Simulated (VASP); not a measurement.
Set up this calculation in VASP 6.6.1, as the native input.

| Item | Value |
| --- | --- |
| Task | single point |
| Functional | revPBE |
| Potentials or basis | VASP PAW PBE potentials, release 64 (Ir) |
| Cutoff | 520 eV |
| k mesh | 20 × 20 × 20 |
| Occupations | fermi-dirac, width 0.1 eV |
| Spin | no spin polarisation |
| Dipole correction | no |
| Further INCAR settings | ALGO = Normal; EDIFF = 1e-07; NBANDS = 10 |

The structure of Ir lies in POSCAR:

```
Ir
1.0
    2.5813361944      0.0000000000      0.0000000000
    0.0000000000      2.5813361944      0.0000000000
    0.0000000000      0.0000000000      2.5813361944
Ir
1
Direct
    0.0000000000      0.0000000000      0.0000000000
```

One way to write it, as run:

INCAR

```
PREC = Accurate
ENCUT = 520
EDIFF = 1E-7
ISMEAR = -1
SIGMA = 0.1
LREAL = False
LASPH = True
NELM = 60
ALGO = Normal
ISIF = 2
LWAVE = False
LCHARG = True
GGA = RE
LELF = True
LVHAR = True
NBANDS = 10
```

KPOINTS

```
regular mesh
0
Gamma
  20 20 20
```

Potentials or basis: VASP PAW PBE potentials, release 64 (Ir).

The run is started by

```bash
$ cat potpaw_PBE.64/Ir/POTCAR > POTCAR
$ mpirun -np 1 vasp_std > vasp.out
```

Results of the run:

```
Pressure : -0.2 GPa
```

Caveat: the PAW data sets were made with another functional, which shifts forces and pressure a little.

Wall time 19 s on 1 thread of Intel(R) Xeon(R) Platinum 8375C CPU @ 2.90GHz (Ice Lake) (shared host), peak memory 0.17 GiB.
